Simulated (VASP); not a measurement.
# BN (P2_1) in VASP: further runs

The runs below take BN through single point, with r2SCAN.

All numbers are computed with VASP 6.6.1; they aren't measurements. Logs are shortened: lines on timing, memory, paths and dates and some standing lists are left out, and cuts for length are marked.

### Step 1. The cell of the first run

It takes space group P2_1 (No. 4, monoclinic). The conventional cell has a = 2.543 Å, b = 4.227 Å, c = 2.554 Å, α = 90.00°, β = 119.57°, γ = 90.00°. B (site symmetry 1) has 4 N at 1.56 to 1.58 Å within 2.1 Å. Within 2.1 Å of N (site symmetry 1) lie 4 B at 1.56 to 1.58 Å.

### Step 2. Single point, r2SCAN (strain -0.0100 x Voigt [0, 0, 0, 0, 0, 1])

File POSCAR:

```
BN
1.0
    2.5539396017     -0.0127696980      0.0000000000
   -1.2880286837      2.2181614238      0.0000000000
    0.0000000000      0.0000000000      4.2268550000
B N
2 2
Direct
    0.6666666667      0.3333333333      0.9997240000
    0.3333333333      0.6666666667      0.4997240000
    0.6666666667      0.3333333333      0.6252760000
    0.3333333333      0.6666666667      0.1252760000
```

File INCAR.step1:

```
SYSTEM = BN
  PREC = Accurate
  ENCUT = 520
  ISMEAR = 0
  SIGMA = 0.05
  LREAL = .FALSE.
  LASPH = .TRUE.
  NELM = 60
  NBANDS = 16
  GGA = PE
  ALGO = Normal
  EDIFF = 1E-4
  LWAVE = .TRUE.
  LCHARG = .FALSE.
```

File INCAR.step2:

```
SYSTEM = BN
  PREC = Accurate
  ENCUT = 520
  EDIFF = 1E-6
  ISMEAR = 0
  SIGMA = 0.05
  LREAL = .FALSE.
  LASPH = .TRUE.
  NELM = 60
  ALGO = Normal
  ISIF = 2
  LWAVE = .FALSE.
  LCHARG = .FALSE.
  METAGGA = R2SCAN
  LMIXTAU = .TRUE.
  NBANDS = 16
  ISTART = 1
```

File KPOINTS:

```
regular mesh
0
G
  12 12 6
  0 0 0
```

Potentials or basis: VASP PAW PBE potentials, release 64 (B, N).

Launch:

```
$ cat potpaw_PBE.64/B/POTCAR potpaw_PBE.64/N/POTCAR > POTCAR
$ cp INCAR.step1 INCAR
$ mpirun -np 1 vasp_std > vasp.out
$ cp INCAR.step2 INCAR
$ mpirun -np 1 vasp_std > vasp.out
```

OUTCAR:

```text
SYSTEM = BN
   PREC = Accurate
   ENCUT = 520
   EDIFF = 1E-6
   ISMEAR = 0
   LREAL = .FALSE.
   LASPH = .TRUE.
   NELM = 60
   ISIF = 2
   METAGGA = R2SCAN
   ISTART = 1

 ion  position               nearest neighbor table
   1  0.667  0.333  1.000-   4 1.56   4 1.57   4 1.57   3 1.58
   2  0.333  0.667  0.500-   3 1.56   3 1.57   3 1.57   4 1.58
   3  0.667  0.333  0.625-   2 1.56   2 1.57   2 1.57   1 1.58
   4  0.333  0.667  0.125-   1 1.56   1 1.57   1 1.57   2 1.58

  LATTYP: Found a simple monoclinic cell.
 ALAT       =     2.5428887346
 B/A-ratio  =     1.6622256973
 C/A-ratio  =     1.0043583469
 COS(beta)  =    -0.4934813925

  Lattice vectors:

 A1 = (   1.2659109180,   2.2053917258,   0.0000000000)
 A2 = (   0.0000000000,   0.0000000000,  -4.2268550000)
 A3 = (  -2.5539396017,   0.0127696980,   0.0000000000)

Analysis of symmetry for initial positions (statically):
=====================================================================
 Subroutine PRICEL returns:
 Original cell was already a primitive cell.

 Routine SETGRP: Setting up the symmetry group for a
 simple monoclinic supercell.

 Subroutine GETGRP returns: Found  2 space group operations
 (whereof  1 operations were pure point group operations)
 out of a pool of  4 trial point group operations.

The static configuration has the point symmetry C_1 .
 The point group associated with its full space group is C_2 .

Analysis of symmetry for dynamics (positions and initial velocities):
=====================================================================
 Subroutine PRICEL returns:
 Original cell was already a primitive cell.

 Routine SETGRP: Setting up the symmetry group for a
 simple monoclinic supercell.

 Subroutine GETGRP returns: Found  2 space group operations
 (whereof  1 operations were pure point group operations)
 out of a pool of  4 trial point group operations.

The dynamic configuration has the point symmetry C_1 .
 The point group associated with its full space group is C_2 .

 Subroutine INISYM returns: Found  2 space group operations
 (whereof  1 operations are pure point group operations),
 and found     1 'primitive' translations

----------------------------------------------------------------------------------------

                                     Primitive cell

  volume of cell :      23.8758

  direct lattice vectors                    reciprocal lattice vectors
     2.553939602 -0.012769698  0.000000000     0.392692068  0.228026077  0.000000000
    -1.288028684  2.218161424  0.000000000     0.002260683  0.452136537  0.000000000
     0.000000000  0.000000000  4.226855000     0.000000000  0.000000000  0.236582518

  length of vectors
     2.553971526  2.565006431  4.226855000     0.454095752  0.452142188  0.236582518

  position of ions in fractional coordinates (direct lattice)
     0.666666667  0.333333333  0.999724000
     0.333333333  0.666666667  0.499724000
     0.666666667  0.333333333  0.625276000
     0.333333333  0.666666667  0.125276000

  ion indices of the primitive-cell ions
   primitive index   ion index
                 1           1
                 2           2
                 3           3
                 4           4

----------------------------------------------------------------------------------------

 KPOINTS: regular mesh

Automatic generation of k-mesh.
 Grid dimensions read from file:
 generate k-points for:   12   12    6

 Generating k-lattice:

  Cartesian coordinates                     Fractional coordinates (reciprocal lattice)
     0.032724339  0.019002173  0.000000000     0.083333333 -0.000000000  0.000000000
     0.000188390  0.037678045  0.000000000     0.000000000  0.083333333  0.000000000
     0.000000000  0.000000000  0.039430420     0.000000000  0.000000000  0.166666667

  Length of vectors
     0.037841313  0.037678516  0.039430420

  Shift w.r.t. Gamma in fractional coordinates (k-lattice)
     0.000000000  0.000000000  0.000000000

 Subroutine IBZKPT returns following result:
 ===========================================

 Found    296 irreducible k-points:

 Following reciprocal coordinates:
            Coordinates               Weight
  0.000000  0.000000  0.000000      1.000000
  0.083333 -0.000000  0.000000      2.000000
  0.166667 -0.000000  0.000000      2.000000
  0.250000 -0.000000  0.000000      2.000000
  0.333333 -0.000000  0.000000      2.000000
  0.416667 -0.000000  0.000000      2.000000
[... 16 lines left out ...]
  0.250000  0.166667  0.000000      2.000000
  0.333333  0.166667  0.000000      2.000000
 [... further k-points ...]
   k-points           NKPTS =    296   k-points in BZ     NKDIM =    296   number of bands    NBANDS=     16
   number of dos      NEDOS =    301   number of ions     NIONS =      4
   total plane-waves  NPLWV =  12800
   dimension x,y,z NGX =    20 NGY =   20 NGZ =   32
   dimension x,y,z NGXF=    40 NGYF=   40 NGZF=   64
   ions per type =               2   2
   NGX,Y,Z   is equivalent  to a cutoff of  13.02, 12.96, 12.59 a.u.
   NGXF,Y,Z  is equivalent  to a cutoff of  26.04, 25.93, 25.17 a.u.
 SYSTEM =  BN
   PREC   = accura    normal or accurate (medium, high low for compatibility)
   ISTART =      1    job   : 0-new  1-cont  2-samecut
   ICHARG =      0    charge: 1-file 2-atom 10-const
   ISPIN  =      1    spin polarized calculation?
   LNONCOLLINEAR =      F non collinear calculations
   LSORBIT =      F    spin-orbit coupling
   LASPH  =      T    aspherical Exc in radial PAW
   ENCUT  =  520.0 eV  38.22 Ry    6.18 a.u.   4.75  4.77  7.86*2*pi/ulx,y,z
   NELM   =     60;   NELMIN=  2; NELMDL=  0     # of ELM steps
   EDIFF  = 0.1E-05   stopping-criterion for ELM
   LREAL  =      F    real-space projection
   EDIFFG = 0.1E-04   stopping-criterion for IOM
   NSW    =      0    number of steps for IOM
   IBRION =     -1    ionic relax: 0-MD 1-quasi-New 2-CG
   NFREE  =      0    steps in history (QN), initial steepest desc. (CG)
   ISIF   =      2    stress and relaxation
   ISYM   =      2    0-nonsym 1-usesym 2-fastsym
   POTIM  = 0.5000    time-step for ionic-motion
   TEBEG  =    0.0;   TEEND  =   0.0 temperature during run
   PSTRESS=    0.0 pullay stress
   NELECT =      16.0000    total number of electrons
   NUPDOWN=      -1.0000    fix difference up-down
   EMIN   =  10.00;   EMAX   =-10.00  energy-range for DOS
   EFERMI =   0.00;   METHOD = LEGACY
   ISMEAR =     0;   SIGMA  =   0.05  broadening in eV -4-tet -1-fermi 0-gaus
   EFERMI_NEDOS =   21; number of points for ismear=-14 and -15
   IALGO  =     38    algorithm
   IMIX   =      4    mixing-type and parameters
     AMIX     =   0.40;   BMIX     =  1.00
     AMIX_MAG =   1.60;   BMIX_MAG =  1.00
  volume/ion in A,a.u.               =       5.97        40.28
  Fermi-wavevector in a.u.,A,eV,Ry     =   1.432612  2.707245 27.924301  2.052378
  Thomas-Fermi vector in A             =   2.552221
   LORBIT       =      0    0 simple, 1 ext, 2 COOP (PROOUT), +10 PAW based schemes
   METAGGA = R2SCAN    functional components
   LHFCALC =     F    Hartree Fock is set to
   AEXX    =    0.0000 exact exchange contribution
   IVDW    =     0    specifies the selected vdW correction
   LEPSILON=     F    determine dielectric tensor
   LRPA    =     F    only Hartree local field effects (RPA)
 non-spin polarized calculation
 Gauss-broadening in eV      SIGMA  =   0.05
  energy-cutoff  :      520.00
  volume of cell :       23.88
 maximum number of plane-waves:       664
   NGX =  9   NGY =  9   NGZ = 15

 number of electron      16.0000000 magnetization

 Free energy of the ion-electron system (eV)
  ---------------------------------------------------
  ext. energy  EPLUGINS =         0.00000000
  ---------------------------------------------------
  free energy    TOTEN  =       -38.26139795 eV

  energy without entropy =      -38.26139795  energy(sigma->0) =      -38.26139795

 E-fermi :   7.5799     XC(G=0): -13.5802

 val. band max:        7.3069489335   @ k =   0.0000   0.0000   0.0000
 cond. band min:      12.9994096430   @ k =   0.3333   0.3333   0.0000
 fundamental gap:      5.6924607094
 Fermi energy:         7.5798868173

 k-point     1 :       0.0000    0.0000    0.0000
  band No.  band energies     occupation
      1     -14.0742      2.00000
      2      -9.8982      2.00000
      3      -3.9419      2.00000
      4       5.0626      2.00000
      5       5.1309      2.00000
      6       6.9987      2.00000
[... 8 lines left out ...]
     15      20.0524      0.00000
     16      24.5462      0.00000

 k-point     2 :       0.0833   -0.0000    0.0000
  band No.  band energies     occupation
      1     -13.9174      2.00000
      2      -9.7783      2.00000
      3      -3.7861      2.00000
      4       4.4135      2.00000
      5       4.7696      2.00000
      6       6.6999      2.00000
[... 8 lines left out ...]
     15      20.3514      0.00000
     16      24.2880      0.00000

 k-point     3 :       0.1667   -0.0000    0.0000
  band No.  band energies     occupation
      1     -13.4524      2.00000
      2      -9.4356      2.00000
      3      -3.3251      2.00000
      4       2.6990      2.00000
      5       4.0693      2.00000
      6       5.2212      2.00000
[... 8 lines left out ...]
     15      21.5909      0.00000
     16      23.5617      0.00000

 k-point     4 :       0.2500   -0.0000    0.0000
  band No.  band energies     occupation
      1     -12.6985      2.00000
      2      -8.9361      2.00000
      3      -2.5813      2.00000
      4       0.6631      2.00000
      5       3.2867      2.00000
      6       3.3739      2.00000
[... 8 lines left out ...]
     15      23.1840      0.00000
     16      23.7463      0.00000

 k-point     5 :       0.3333   -0.0000    0.0000
  band No.  band energies     occupation
      1     -11.7025      2.00000
      2      -8.4511      2.00000
      3      -1.6118      2.00000
      4      -1.1598      2.00000
      5       1.5317      2.00000
      6       2.6288      2.00000
[... 8 lines left out ...]
     15      24.0968      0.00000
     16      24.7342      0.00000

 k-point     6 :       0.4167   -0.0000    0.0000
  band No.  band energies     occupation
      1     -10.5893      2.00000
      2      -8.3301      2.00000
      3      -2.2694      2.00000
      4      -0.6328      2.00000
      5       0.0838      2.00000
      6       2.2016      2.00000
[... 8 lines left out ...]
     15      24.5250      0.00000
     16      25.8512      0.00000
[... 267 lines left out ...]
 k-point    21 :       0.0833    0.1667    0.0000
  band No.  band energies     occupation
      1     -12.9996      2.00000
      2      -9.1257      2.00000
      3      -2.8769      2.00000
      4       1.5626      2.00000
      5       3.0600      2.00000
      6       4.4178      2.00000
[... 8 lines left out ...]
     15      22.9503      0.00000
     16      23.5510      0.00000

 k-point    22 :       0.1667    0.1667    0.0000
  band No.  band energies     occupation
      1     -12.2602      2.00000
      2      -8.6784      2.00000
      3      -2.1472      2.00000
      4       0.4214      2.00000
      5       1.4344      2.00000
      6       3.4688      2.00000
[... 8 lines left out ...]
     15      23.7497      0.00000
     16      24.0811      0.00000

 k-point    23 :       0.2500    0.1667    0.0000
  band No.  band energies     occupation
      1     -11.2903      2.00000
      2      -8.2700      2.00000
      3      -1.1997      2.00000
      4      -0.8736      2.00000
      5       0.2866      2.00000
      6       2.2160      2.00000
[... 8 lines left out ...]
     15      23.5480      0.00000
     16      24.5126      0.00000

 k-point    24 :       0.3333    0.1667    0.0000
  band No.  band energies     occupation
      1     -10.2163      2.00000
      2      -8.2065      2.00000
      3      -1.9127      2.00000
      4      -0.4191      2.00000
      5       0.0217      2.00000
      6       1.0522      2.00000
[... 8 lines left out ...]
     15      24.2012      0.00000
     16      24.8119      0.00000

 [... further k-points ...]

------------------------ aborting loop because EDIFF is reached ----------------------------------------

  FORCE on cell =-STRESS in cart. coord.  units (eV):
  Direction    XX          YY          ZZ          XY          YZ          ZX
  --------------------------------------------------------------------------------------
  -------------------------------------------------------------------------------------
  Total       -0.5088933     -0.5043087     -0.6140612      0.6275173      0.0000000      0.0000000
  in kB      -34.1490764    -33.8414255    -41.2063244     42.1092923      0.0000000      0.0000000
  external PRESSURE =     -36.3989421 kB  Pullay stress =       0.0000000 kB

 VOLUME and BASIS-vectors are now :
 -----------------------------------------------------------------------------
  energy-cutoff  :      520.00
  volume of cell :       23.88
      direct lattice vectors                 reciprocal lattice vectors
     2.553939602 -0.012769698  0.000000000     0.392692068  0.228026077  0.000000000
    -1.288028684  2.218161424  0.000000000     0.002260683  0.452136537  0.000000000
     0.000000000  0.000000000  4.226855000     0.000000000  0.000000000  0.236582518

 POSITION                                       TOTAL-FORCE (eV/Angst)
 -----------------------------------------------------------------------------------
      1.27328      0.73087      4.22569        -0.011973     -0.001894      0.020441
     -0.00737      1.47452      2.11226         0.011973      0.001894      0.020441
      1.27328      0.73087      2.64295        -0.038194     -0.001965     -0.020441
     -0.00737      1.47452      0.52952         0.038194      0.001965     -0.020441
 -----------------------------------------------------------------------------------
    total drift:                                0.000000      0.000000      0.002270

  FREE ENERGIE OF THE ION-ELECTRON SYSTEM (eV)
  ---------------------------------------------------
  free  energy   TOTEN  =       -38.2613979540 eV

  energy  without entropy=      -38.2613979540  energy(sigma->0) =      -38.26139795
```

Wall time 5.5 min (1 thread of AMD EPYC 7R43 (Zen 3), shared host); peak memory 0.17 GiB.

What came out:

| Item | Value |
| --- | --- |
| Free energy | -38.2614 eV |
| Pressure | -3.6 GPa |
| Largest force | 0.043 eV/Å |
| Band gap on the k mesh | 5.69 eV (least direct gap 8.89 eV) |

Forces in eV/Å, atoms in the order of the input:
```
B   -0.012 -0.002  0.020
B    0.012  0.002  0.020
N   -0.038 -0.002 -0.020
N    0.038  0.002 -0.020
```

Caveat: the cell differs from its parent crystal (strain -0.0100 x Voigt [0, 0, 0, 0, 0, 1]); the cell stands under tension; the PAW data sets were made with another functional, which shifts forces and pressure a little. A k mesh can miss the band edges.

### Step 3. Single point, r2SCAN (strain +0.0050 x Voigt [0, 0, 0, 0, 0, 1])

Changes to POSCAR since step 2:

```diff
@@ -2,4 +2,4 @@
 1.0
-    2.5539396017     -0.0127696980      0.0000000000
-   -1.2880286837      2.2181614238      0.0000000000
+    2.5539396017      0.0063848490      0.0000000000
+   -1.2714403594      2.2085841503      0.0000000000
     0.0000000000      0.0000000000      4.2268550000
```

File INCAR.step1:

```
PREC     = Accurate       # precision mode
ENCUT    = 520            # plane-wave cutoff, eV
ISMEAR   = 0              # smearing method
SIGMA    = 0.05           # smearing width, eV
LREAL    = F              # projectors in reciprocal space
LASPH    = T              # aspherical terms in the spheres
NELM     = 80             # most SCF steps
NBANDS   = 16             # bands
GGA      = PE             # functional
ALGO     = Normal         # electronic algorithm
EDIFF    = 1E-4           # SCF threshold, eV
LWAVE    = T              # write WAVECAR
LCHARG   = F              # write CHGCAR
```

File INCAR.step2:

```
PREC     = Accurate       # precision mode
ENCUT    = 520            # plane-wave cutoff, eV
EDIFF    = 1E-7           # SCF threshold, eV
ISMEAR   = 0              # smearing method
SIGMA    = 0.05           # smearing width, eV
LREAL    = F              # projectors in reciprocal space
LASPH    = T              # aspherical terms in the spheres
NELM     = 80             # most SCF steps
ALGO     = Normal         # electronic algorithm
ISIF     = 2              # what is computed and relaxed
LWAVE    = F              # write WAVECAR
LCHARG   = T              # write CHGCAR
METAGGA  = R2SCAN         # meta-GGA
LMIXTAU  = T            
LELF     = T              # ELF
LVHAR    = T            
NBANDS   = 16             # bands
ISTART   = 1
```

File KPOINTS:

```
regular mesh
0
Gamma
  12 12 6
```

Potentials or basis: VASP PAW PBE potentials, release 64 (B, N).

Launch:

```
$ cat potpaw_PBE.64/B/POTCAR potpaw_PBE.64/N/POTCAR > POTCAR
$ cp INCAR.step1 INCAR
$ mpirun -np 1 vasp_std > vasp.out
$ cp INCAR.step2 INCAR
$ mpirun -np 1 vasp_std > vasp.out
```

It took 5.4 min on 1 thread of AMD EPYC 7R43 (Zen 3), shared host; peak memory 0.16 GiB.

Results (log left out):

- Free energy: -38.2637 eV
- Pressure: -3.7 GPa
- Largest force: 0.029 eV/Å
- Band gap on the k mesh: 5.71 eV (least direct gap 8.91 eV)

Forces on the atoms (eV/Å):
```
B    0.006  0.000  0.021
B   -0.006  0.000  0.021
N    0.019  0.000 -0.021
N   -0.019  0.000 -0.021
```

Stress tensor (GPa, compression positive):
```
-3.44 -2.11  0.00
-2.11 -3.43  0.00
 0.00  0.00 -4.12
```

Levels at points of the mesh, in eV from the valence-band top:
| k point | band 4 | band 5 | band 6 | band 7 | band 8 | band 9 | band 10 | band 11 | band 12 | band 13 |
| --- | --- | --- | --- | --- | --- | --- | --- | --- | --- | --- |
| (0.00, 0.00, 0.00) | -2.21 | -2.18 | -0.29 | -0.03 | 0.00 | 8.96 | 9.05 | 9.20 | 10.06 | 11.34 |
| (0.50, 0.00, 0.00) | -8.10 | -7.18 | -5.10 | -4.49 | -2.15 | 7.32 | 8.55 | 11.33 | 12.15 | 13.66 |
| (0.00, 0.50, 0.00) | -8.11 | -7.15 | -5.14 | -4.49 | -2.19 | 7.24 | 8.54 | 11.29 | 12.08 | 13.69 |
| (0.50, 0.50, 0.00) | -8.11 | -7.13 | -5.19 | -4.49 | -2.23 | 7.16 | 8.52 | 11.24 | 12.01 | 13.71 |
| (0.00, 0.00, 0.50) | -5.94 | -1.24 | -1.24 | -1.20 | -1.20 | 10.10 | 10.10 | 10.57 | 10.57 | 10.66 |
| (0.50, 0.00, 0.50) | -10.35 | -3.84 | -3.84 | -3.72 | -3.72 | 7.16 | 7.16 | 10.64 | 10.64 | 15.19 |
| (0.00, 0.50, 0.50) | -10.34 | -3.89 | -3.89 | -3.71 | -3.71 | 7.13 | 7.13 | 10.61 | 10.61 | 15.16 |
| (0.50, 0.50, 0.50) | -10.33 | -3.93 | -3.93 | -3.70 | -3.70 | 7.09 | 7.09 | 10.59 | 10.59 | 15.14 |

Caveat: the cell differs from its parent crystal (strain +0.0050 x Voigt [0, 0, 0, 0, 0, 1]); the cell stands under tension; the PAW data sets were made with another functional, which shifts forces and pressure a little.
